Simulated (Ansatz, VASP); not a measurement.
## SiO2: VASP beside Ansatz

The input POSCAR:

```
SiO2
1.0
    4.9820000000      0.0000000000      0.0000000000
    0.0000000000      4.9820000000      0.0000000000
    0.0000000000      0.0000000000      6.9630000000
Si O
4 8
Direct
    0.3039072731      0.3039072731      0.0000000000
    0.1960927269      0.8039072731      0.2500000000
    0.6960927269      0.6960927269      0.5000000000
    0.8039072731      0.1960927269      0.7500000000
    0.2373153555      0.1139731861      0.1837399653
    0.3860268139      0.7373153555      0.4337399653
    0.7626846445      0.8860268139      0.6837399653
    0.6139731861      0.2626846445      0.9337399653
    0.7373153555      0.3860268139      0.5662600347
    0.8860268139      0.7626846445      0.3162600347
    0.2626846445      0.6139731861      0.0662600347
    0.1139731861      0.2373153555      0.8162600347
```

File INCAR.step1:

```
SYSTEM = SiO2
PREC = Accurate
ENCUT = 520
ISMEAR = -1
SIGMA = 0.02
LREAL = .False.
LASPH = .True.
NELM = 100
NBANDS = 44
GGA = PE
ALGO = Normal
EDIFF = 1E-4
LWAVE = .True.
LCHARG = .False.
```

The input INCAR.step2:

```
SYSTEM = SiO2
PREC = Accurate
ENCUT = 520
EDIFF = 1E-8
ISMEAR = -1
SIGMA = 0.02
LREAL = .False.
LASPH = .True.
NELM = 100
ALGO = Normal
ISIF = 2
LWAVE = .False.
LCHARG = .False.
METAGGA = R2SCAN
LMIXTAU = .True.
LEFG = .True.
NBANDS = 44
ISTART = 1
```

The input KPOINTS:

```
Automatic mesh
0
Gamma
  5 5 4
  0 0 0
```

Input for Ansatz:

```yaml
crystal:
  lattice:
    - [4.982, 0.0, 0.0]
    - [0.0, 4.982, 0.0]
    - [0.0, 0.0, 6.963]
  atoms:
    - { symbol: Si, position: [0.3039072731, 0.3039072731, 0.0] }
    - { symbol: Si, position: [0.1960927269, 0.8039072731, 0.25] }
    - { symbol: Si, position: [0.6960927269, 0.6960927269, 0.5] }
    - { symbol: Si, position: [0.8039072731, 0.1960927269, 0.75] }
    - { symbol: O, position: [0.2373153555, 0.1139731861, 0.1837399653] }
    - { symbol: O, position: [0.3860268139, 0.7373153555, 0.4337399653] }
    - { symbol: O, position: [0.7626846445, 0.8860268139, 0.6837399653] }
    - { symbol: O, position: [0.6139731861, 0.2626846445, 0.9337399653] }
    - { symbol: O, position: [0.7373153555, 0.3860268139, 0.5662600347] }
    - { symbol: O, position: [0.8860268139, 0.7626846445, 0.3162600347] }
    - { symbol: O, position: [0.2626846445, 0.6139731861, 0.0662600347] }
    - { symbol: O, position: [0.1139731861, 0.2373153555, 0.8162600347] }
kpoints:
  mp_grid: { grid: [5, 5, 4] }
scf:
  occupations: { method: fermi_dirac, width: 0.02 }
hamiltonian:
  xc: r2scan
  pseudopotentials: { kind: paw, frozen_core: stored }
output:
  forces: true
  stress: true
  populations: true
  efg: { quadrupole_moments_barn: { O: -0.02558 } }
```

Alike in both runs: task electric field gradients; functional r2SCAN; k mesh 5 × 5 × 4; occupations fermi-dirac, width 0.02 eV; no spin polarisation.

```csv
,VASP,Ansatz
version,VASP 6.6.1,Ansatz 0.2.0
potentials or method,"VASP PAW PBE potentials, release 64 (Si, O)","plane-wave PAW, scalar-relativistic"
plane-wave cutoff (eV),520,500
valence electrons in the cell,64,64
```

```tsv
	VASP	Ansatz	Ansatz less VASP
gap on the k mesh at the Fermi level (eV)	6.25	6.25	0.000
pressure (GPa)	-3.5	-3.9	-0.43
traceless stress, the component that is largest in VASP (GPa)	-0.54	-0.51	+0.024
rms of the force components (eV/Å)	0.138	0.144	+0.0062
size of Vzz on the site where it differs most (V/Å²)	89.2	97.2	+8.06
```

VASP's potentials were made for PBE, not for r2SCAN. Atom by atom the forces differ by 0.012 eV/Å (rms over components).
